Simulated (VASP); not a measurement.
# Ca: single point with RPBE

The system is Ca.

```
Ca
1.0
    -2.09649    2.10173    2.44535
     2.09649   -2.10173    2.44535
     2.09649    2.10173   -2.44535
Ca
1
Cartesian
  0.0000 0.0000 2.4454
```

```
Program             : VASP 6.6.1
Task                : single point
Functional          : RPBE
Potentials or basis : VASP PAW PBE potentials, release 64 (Ca_sv)
Cutoff              : 520 eV
k mesh              : 9 × 9 × 9
Occupations         : gaussian, width 0.1 eV
Spin                : no spin polarisation
```

```yaml
Pressure: 0.5 GPa
Band_gap_on_the_k_mesh: zero (band 5 reaches 2.16 eV, above the bottom of band 6 at 1.87 eV)
```

Stress tensor (GPa, compression positive):
```
0.42 0.00 0.00
0.00 0.40 0.00
0.00 0.00 0.67
```

Levels at points of the mesh, in eV from the Fermi level:
```
           k point  band 2  band 3  band 4  band 5  band 6  band 7  band 8  band 9
(0.00, 0.00, 0.00)  -23.08  -23.08  -23.07   -4.01    2.20    2.21    2.79    2.90
```

Run time: 29 s on 1 thread of Intel(R) Xeon(R) 6975P-C (Granite Rapids), with other jobs on the host, peak memory 0.2 GiB.

Caveat: the PAW data sets were made with another functional, which shifts forces and pressure a little.
